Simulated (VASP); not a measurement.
# C (Cmme) in VASP: a series of runs

Runs on C. Level: PBEsol. Tasks: single point.

Everything below comes from runs of VASP 6.6.1. Logs are shortened: lines on timing, memory, paths and dates and some standing lists are left out, and cuts for length are marked.

**1. The cell of the first run**

The structure is orthorhombic, space group Cmme (No. 67). The conventional cell has a = 2.456 Å, b = 4.254 Å, c = 7.173 Å, α = 90.00°, β = 90.00°, γ = 90.00°. Within 1.9 Å of C (site symmetry m) lie 3 C at 1.42 Å.

**2. Single point, PBEsol**

INCAR reads:

```
PREC     = Accurate       # precision mode
ENCUT    = 520            # plane-wave cutoff, eV
EDIFF    = 1E-6           # SCF threshold, eV
ISMEAR   = 1              # smearing method
SIGMA    = 0.1            # smearing width, eV
LREAL    = False          # projectors in reciprocal space
LASPH    = True           # aspherical terms in the spheres
NELM     = 80             # most SCF steps
ALGO     = Normal         # electronic algorithm
ISIF     = 2              # what is computed and relaxed
LWAVE    = False          # write WAVECAR
LCHARG   = False          # write CHGCAR
GGA      = PS             # functional
NBANDS   = 16             # bands
```

KPOINTS reads:

```
Automatic mesh
0
Gamma
  6 6 2
```

POSCAR reads:

```
C
1.0
    1.2280480000     -2.1270620000      0.0000000000
    1.2280480000      2.1270620000      0.0000000000
    0.0000000000      0.0000000000      7.1732680000
C
4
Direct
    0.0833790000      0.9166210000      0.7531380000
    0.5833790000      0.4166210000      0.2468620000
    0.9166210000      0.0833790000      0.2468620000
    0.4166210000      0.5833790000      0.7531380000
```

Potentials or basis: VASP PAW PBE potentials, release 64 (C).

Command:

```bash
cat potpaw_PBE.64/C/POTCAR > POTCAR
mpirun -np 1 vasp_std > vasp.out
```

OUTCAR:

```text
PREC = Accurate
   ENCUT = 520
   EDIFF = 1E-6
   ISMEAR = 1
   LREAL = False
   LASPH = True
   NELM = 80
   ISIF = 2
   GGA = PS

 ion  position               nearest neighbor table
   1  0.083  0.917  0.753-   4 1.42   4 1.42   4 1.42
   2  0.583  0.417  0.247-   3 1.42   3 1.42   3 1.42
   3  0.917  0.083  0.247-   2 1.42   2 1.42   2 1.42
   4  0.417  0.583  0.753-   1 1.42   1 1.42   1 1.42

  LATTYP: Found a hexagonal cell.
 ALAT       =     2.4561137274
 C/A-ratio  =     2.9205764863

  Lattice vectors:

 A1 = (   1.2280480000,  -2.1270620000,   0.0000000000)
 A2 = (   1.2280480000,   2.1270620000,   0.0000000000)
 A3 = (   0.0000000000,   0.0000000000,   7.1732680000)

Analysis of symmetry for initial positions (statically):
=====================================================================
 Subroutine PRICEL returns:
 Original cell was already a primitive cell.

 Routine SETGRP: Setting up the symmetry group for a
 hexagonal supercell.

 Subroutine GETGRP returns: Found  8 space group operations
 (whereof  4 operations were pure point group operations)
 out of a pool of 24 trial point group operations.

The static configuration has the point symmetry C_2h.
 The point group associated with its full space group is D_2h.

Analysis of symmetry for dynamics (positions and initial velocities):
=====================================================================
 Subroutine PRICEL returns:
 Original cell was already a primitive cell.

 Routine SETGRP: Setting up the symmetry group for a
 hexagonal supercell.

 Subroutine GETGRP returns: Found  8 space group operations
 (whereof  4 operations were pure point group operations)
 out of a pool of 24 trial point group operations.

The dynamic configuration has the point symmetry C_2h.
 The point group associated with its full space group is D_2h.

 Subroutine INISYM returns: Found  8 space group operations
 (whereof  4 operations are pure point group operations),
 and found     1 'primitive' translations

----------------------------------------------------------------------------------------

                                     Primitive cell

  volume of cell :      37.4751

  direct lattice vectors                    reciprocal lattice vectors
     1.228048000 -2.127062000  0.000000000     0.407150209 -0.235066021  0.000000000
     1.228048000  2.127062000  0.000000000     0.407150209  0.235066021  0.000000000
     0.000000000  0.000000000  7.173268000     0.000000000  0.000000000  0.139406474

  length of vectors
     2.456113727  2.456113727  7.173268000     0.470135435  0.470135435  0.139406474

  position of ions in fractional coordinates (direct lattice)
     0.083379000  0.916621000  0.753138000
     0.583379000  0.416621000  0.246862000
     0.916621000  0.083379000  0.246862000
     0.416621000  0.583379000  0.753138000

  ion indices of the primitive-cell ions
   primitive index   ion index
                 1           1
                 2           2
                 3           3
                 4           4

----------------------------------------------------------------------------------------

 KPOINTS: Automatic mesh

Automatic generation of k-mesh.
 Grid dimensions read from file:
 generate k-points for:    6    6    2

 Generating k-lattice:

  Cartesian coordinates                     Fractional coordinates (reciprocal lattice)
     0.067858368 -0.039177670  0.000000000     0.166666667  0.000000000  0.000000000
     0.067858368  0.039177670  0.000000000     0.000000000  0.166666667  0.000000000
     0.000000000  0.000000000  0.069703237     0.000000000  0.000000000  0.500000000

  Length of vectors
     0.078355906  0.078355906  0.069703237

  Shift w.r.t. Gamma in fractional coordinates (k-lattice)
     0.000000000  0.000000000  0.000000000

 Subroutine IBZKPT returns following result:
 ===========================================

 Found     26 irreducible k-points:

 Following reciprocal coordinates:
            Coordinates               Weight
  0.000000  0.000000  0.000000      1.000000
  0.166667  0.000000  0.000000      4.000000
 -0.166667  0.166667  0.000000      2.000000
  0.333333  0.000000  0.000000      4.000000
 -0.333333  0.333333  0.000000      2.000000
  0.500000  0.000000  0.000000      2.000000
[... 16 lines left out ...]
  0.333333  0.166667  0.500000      4.000000
 -0.166667  0.500000  0.500000      4.000000
 [... further k-points ...]
   k-points           NKPTS =     26   k-points in BZ     NKDIM =     26   number of bands    NBANDS=     16
   number of dos      NEDOS =    301   number of ions     NIONS =      4
   total plane-waves  NPLWV =  17496
   dimension x,y,z NGX =    18 NGY =   18 NGZ =   54
   dimension x,y,z NGXF=    36 NGYF=   36 NGZF=  108
   ions per type =               4
   NGX,Y,Z   is equivalent  to a cutoff of  12.18, 12.18, 12.51 a.u.
   NGXF,Y,Z  is equivalent  to a cutoff of  24.37, 24.37, 25.03 a.u.
 SYSTEM =  unknown system
   PREC   = accura    normal or accurate (medium, high low for compatibility)
   ISTART =      0    job   : 0-new  1-cont  2-samecut
   ICHARG =      2    charge: 1-file 2-atom 10-const
   ISPIN  =      1    spin polarized calculation?
   LNONCOLLINEAR =      F non collinear calculations
   LSORBIT =      F    spin-orbit coupling
   LASPH  =      T    aspherical Exc in radial PAW
   ENCUT  =  520.0 eV  38.22 Ry    6.18 a.u.   4.57  4.57 13.34*2*pi/ulx,y,z
   NELM   =     80;   NELMIN=  2; NELMDL= -5     # of ELM steps
   EDIFF  = 0.1E-05   stopping-criterion for ELM
   LREAL  =      F    real-space projection
   EDIFFG = 0.1E-04   stopping-criterion for IOM
   NSW    =      0    number of steps for IOM
   IBRION =     -1    ionic relax: 0-MD 1-quasi-New 2-CG
   NFREE  =      0    steps in history (QN), initial steepest desc. (CG)
   ISIF   =      2    stress and relaxation
   ISYM   =      2    0-nonsym 1-usesym 2-fastsym
   POTIM  = 0.5000    time-step for ionic-motion
   TEBEG  =    0.0;   TEEND  =   0.0 temperature during run
   PSTRESS=    0.0 pullay stress
   NELECT =      16.0000    total number of electrons
   NUPDOWN=      -1.0000    fix difference up-down
   EMIN   =  10.00;   EMAX   =-10.00  energy-range for DOS
   EFERMI =   0.00;   METHOD = LEGACY
   ISMEAR =     1;   SIGMA  =   0.10  broadening in eV -4-tet -1-fermi 0-gaus
   EFERMI_NEDOS =   21; number of points for ismear=-14 and -15
   IALGO  =     38    algorithm
   IMIX   =      4    mixing-type and parameters
     AMIX     =   0.40;   BMIX     =  1.00
     AMIX_MAG =   1.60;   BMIX_MAG =  1.00
  volume/ion in A,a.u.               =       9.37        63.22
  Fermi-wavevector in a.u.,A,eV,Ry     =   1.232728  2.329518 20.675667  1.519619
  Thomas-Fermi vector in A             =   2.367487
   LORBIT       =      0    0 simple, 1 ext, 2 COOP (PROOUT), +10 PAW based schemes
   GGA     = PS    functional components
   LHFCALC =     F    Hartree Fock is set to
   AEXX    =    0.0000 exact exchange contribution
   IVDW    =     0    specifies the selected vdW correction
   LEPSILON=     F    determine dielectric tensor
   LRPA    =     F    only Hartree local field effects (RPA)
 non-spin polarized calculation
 Methfessel and Paxton  Order N= 1 SIGMA  =   0.10
  energy-cutoff  :      520.00
  volume of cell :       37.48
 maximum number of plane-waves:      1020
   NGX =  9   NGY =  9   NGZ = 27

 number of electron      15.9999996 magnetization

 Free energy of the ion-electron system (eV)
  ---------------------------------------------------
  ext. energy  EPLUGINS =         0.00000000
  ---------------------------------------------------
  free energy    TOTEN  =       -38.49269600 eV

  energy without entropy =      -38.49075017  energy(sigma->0) =      -38.49204739

 E-fermi :   4.0982     XC(G=0): -10.0970

 val. band max:        4.0845067997   @ k =   0.3333   0.3333   0.5000
 cond. band min:       4.1091367547   @ k =   0.3333   0.3333   0.5000
 fundamental gap:      0.0246299550
 Fermi energy:         4.0982059023

 k-point     1 :       0.0000    0.0000    0.0000
  band No.  band energies     occupation
      1     -15.5551      2.00000
      2     -15.3742      2.00000
      3      -4.2948      2.00000
      4      -2.8787      2.00000
      5       1.1053      2.00000
      6       1.1113      2.00000
[... 8 lines left out ...]
     15      15.6699      0.00000
     16      15.7522      0.00000

 k-point     2 :       0.1667    0.0000    0.0000
  band No.  band energies     occupation
      1     -14.8916      2.00000
      2     -14.7187      2.00000
      3      -3.4886      2.00000
      4      -2.1145      2.00000
      5      -1.2022      2.00000
      6      -1.1663      2.00000
[... 8 lines left out ...]
     15      15.0573      0.00000
     16      15.0580      0.00000

 k-point     3 :      -0.1667    0.1667    0.0000
  band No.  band energies     occupation
      1     -14.8917      2.00000
      2     -14.7187      2.00000
      3      -3.4898      2.00000
      4      -2.1125      2.00000
      5      -1.2068      2.00000
      6      -1.1748      2.00000
[... 8 lines left out ...]
     15      15.0213      0.00000
     16      15.0752      0.00000

 k-point     4 :       0.3333    0.0000    0.0000
  band No.  band energies     occupation
      1     -12.9333      2.00000
      2     -12.7833      2.00000
      3      -5.5576      2.00000
      4      -5.4811      2.00000
      5      -1.6772      2.00000
      6      -1.6772      2.00000
[... 8 lines left out ...]
     15      19.1124      0.00000
     16      20.5119      0.00000

 k-point     5 :      -0.3333    0.3333    0.0000
  band No.  band energies     occupation
      1     -12.9342      2.00000
      2     -12.7828      2.00000
      3      -5.5602      2.00000
      4      -5.4858      2.00000
      5      -1.6858      2.00000
      6      -1.6584      2.00000
[... 8 lines left out ...]
     15      19.1370      0.00000
     16      20.4862      0.00000

 k-point     6 :       0.5000    0.0000    0.0000
  band No.  band energies     occupation
      1     -10.1380      2.00000
      2     -10.1380      2.00000
      3      -9.1933      2.00000
      4      -9.1933      2.00000
      5      -2.3205      2.00000
      6      -2.3205      2.00000
[... 8 lines left out ...]
     15      18.0367      0.00000
     16      18.0367      0.00000
[... 267 lines left out ...]
 k-point    21 :       0.1667    0.1667    0.5000
  band No.  band energies     occupation
      1     -13.5117      2.00000
      2     -13.4949      2.00000
      3      -3.6213      2.00000
      4      -3.6141      2.00000
      5      -2.3361      2.00000
      6      -2.3318      2.00000
[... 8 lines left out ...]
     15      15.8549      0.00000
     16      15.8555      0.00000

 k-point    22 :      -0.1667    0.3333    0.5000
  band No.  band energies     occupation
      1     -13.5119      2.00000
      2     -13.4951      2.00000
      3      -3.6240      2.00000
      4      -3.6239      2.00000
      5      -2.3273      2.00000
      6      -2.3269      2.00000
[... 8 lines left out ...]
     15      15.8265      0.00000
     16      15.8363      0.00000

 k-point    23 :       0.3333    0.1667    0.5000
  band No.  band energies     occupation
      1     -10.9984      2.00000
      2     -10.9847      2.00000
      3      -7.3056      2.00000
      4      -7.2951      2.00000
      5      -3.9770      2.00000
      6      -3.9711      2.00000
[... 8 lines left out ...]
     15      17.7004      0.00000
     16      17.7102      0.00000

 k-point    24 :      -0.1667    0.5000    0.5000
  band No.  band energies     occupation
      1     -10.9986      2.00000
      2     -10.9848      2.00000
      3      -7.3058      2.00000
      4      -7.2964      2.00000
      5      -3.9758      2.00000
      6      -3.9703      2.00000
[... 8 lines left out ...]
     15      17.6472      0.00000
     16      17.6765      0.00000

 [... further k-points ...]
[... 5 lines left out ...]
  --------------------------------------------------------------------------------------
  -------------------------------------------------------------------------------------
  Total        0.7322696      0.6118712     -0.0951568      0.0000000      0.0000000      0.0000000
  in kB       31.3068246     26.1594146     -4.0682527      0.0000000      0.0000000      0.0000000
  external PRESSURE =      17.7993288 kB  Pullay stress =       0.0000000 kB

 VOLUME and BASIS-vectors are now :
 -----------------------------------------------------------------------------
  energy-cutoff  :      520.00
  volume of cell :       37.48
      direct lattice vectors                 reciprocal lattice vectors
     1.228048000 -2.127062000  0.000000000     0.407150209 -0.235066021  0.000000000
     1.228048000  2.127062000  0.000000000     0.407150209  0.235066021  0.000000000
     0.000000000  0.000000000  7.173268000     0.000000000  0.000000000  0.139406474

 POSITION                                       TOTAL-FORCE (eV/Angst)
 -----------------------------------------------------------------------------------
      1.22805      1.77236      5.40246         0.000000      0.030270      0.010554
      1.22805     -0.35470      1.77081         0.000000      0.030270     -0.010554
      1.22805     -1.77236      1.77081         0.000000     -0.030270     -0.010554
      1.22805      0.35470      5.40246         0.000000     -0.030270      0.010554
 -----------------------------------------------------------------------------------
    total drift:                                0.000000     -0.000000      0.000000

  FREE ENERGIE OF THE ION-ELECTRON SYSTEM (eV)
  ---------------------------------------------------
  free  energy   TOTEN  =       -38.4926960047 eV

  energy  without entropy=      -38.4907501652  energy(sigma->0) =      -38.49204739
```

It took 20 s on 1 thread of AMD EPYC 9R45, shared host; peak memory 0.11 GiB.

Results:

* Free energy: -38.4927 eV
* Pressure: 1.8 GPa
* Largest force: 0.032 eV/Å
* Band gap on the k mesh: 0.02 eV

Forces in eV/Å, atoms in the order of the input:
```
C    0.000  0.030  0.011
C    0.000  0.030 -0.011
C    0.000 -0.030 -0.011
C    0.000 -0.030  0.011
```

Stress tensor (GPa, compression positive):
```
 3.13  0.00  0.00
 0.00  2.62  0.00
 0.00  0.00 -0.41
```

Caveat: the k points lie up to 0.49 Å⁻¹ apart; the PAW data sets were made with another functional, which shifts forces and pressure a little; this functional lacks dispersion, which binds the layers, so the pressure and a relaxed spacing across them are unreliable. A k mesh can miss the band edges.

[end of part 1 of 2]
